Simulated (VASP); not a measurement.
A run of VASP 6.6.1 is set up as follows.

Contents of POSCAR:

```
AlN
1.0
    3.1110021516      0.0000000000      0.0000000000
   -1.5555010758      2.6942068945      0.0000000000
    0.0000000000      0.0000000000      4.9780000000
Al N
2 2
Direct
    0.3277658322      0.6555316644      0.0000000000
    0.6722341678      0.3444683356      0.5000000000
    0.3382113954      0.6764227908      0.3850000000
    0.6617886046      0.3235772092      0.8850000000
```

INCAR.step1

```
PREC = Accurate
ENCUT = 520
ISMEAR = 0
SIGMA = 0.05
LREAL = False
LASPH = True
NELM = 60
NBANDS = 16
GGA = PE
ALGO = Normal
EDIFF = 1E-4
LWAVE = True
LCHARG = False
```

INCAR.step2

```
PREC = Accurate
ENCUT = 520
EDIFF = 1E-7
ISMEAR = 0
SIGMA = 0.05
LREAL = False
LASPH = True
NELM = 60
ALGO = Normal
ISIF = 2
LWAVE = False
LCHARG = False
METAGGA = R2SCAN
LMIXTAU = True
NBANDS = 16
ISTART = 1
```

Contents of KPOINTS:

```
Automatic mesh
0
Gamma
  12 12 6
```

Potentials or basis: VASP PAW PBE potentials, release 64 (Al, N).

Launch:

```bash
$ cat potpaw_PBE.64/Al/POTCAR potpaw_PBE.64/N/POTCAR > POTCAR
$ cp INCAR.step1 INCAR
$ mpirun -np 1 vasp_std > vasp.out
$ cp INCAR.step2 INCAR
$ mpirun -np 1 vasp_std > vasp.out
```

Problem. Estimate the band gap on the k mesh.

Solution. 4.83 eV.

Problem. What does it give for the pressure?

Solution. -1.0 GPa.

Problem. What does it give for the largest force?

Solution. 0.274 eV/Å.

Stress tensor (GPa, compression positive):
```
-0.57  0.00  0.00
 0.00 -0.47  0.00
 0.00  0.00 -2.00
```

Caveat: the cell differs from its parent crystal (atoms displaced along a vibrational mode); the PAW data sets were made with another functional, which shifts forces and pressure a little. A k mesh can miss the band edges.
